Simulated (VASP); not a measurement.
A run of VASP 6.6.1 is set up as follows.

File INCAR:

```
SYSTEM = AlN
  PREC = Accurate
  ENCUT = 600
  EDIFF = 1E-6
  ISMEAR = 0
  SIGMA = 0.02
  LREAL = .FALSE.
  LASPH = .TRUE.
  NELM = 120
  ALGO = Normal
  ISIF = 2
  LWAVE = .FALSE.
  LCHARG = .FALSE.
  GGA = PE
  NBANDS = 11
  GGA_COMPAT = .FALSE.
```

The input KPOINTS:

```
Automatic mesh
0
G
  10 10 10
  0 0 0
```

File POSCAR:

```
AlN
1.0
    0.0000000000      2.0352004239      2.0352004239
    2.0352004239      0.0000000000      2.0352004239
    2.0352004239      2.0352004239      0.0000000000
Al N
1 1
Direct
    0.0000000000      0.0000000000      0.0000000000
    0.5000000000      0.5000000000      0.5000000000
```

Potentials or basis: VASP PAW PBE potentials, release 64 (Al, N).

The run is started by

```sh
$ cat potpaw_PBE.64/Al/POTCAR potpaw_PBE.64/N/POTCAR > POTCAR
$ mpirun -np 1 vasp_std > vasp.out
```

Task: Estimate the pressure.

Result: -0.4 GPa.

Task: Predict the band gap on the k mesh.

Result: 4.41 eV, indirect (least direct gap 5.39 eV).

A k mesh can miss the band edges.
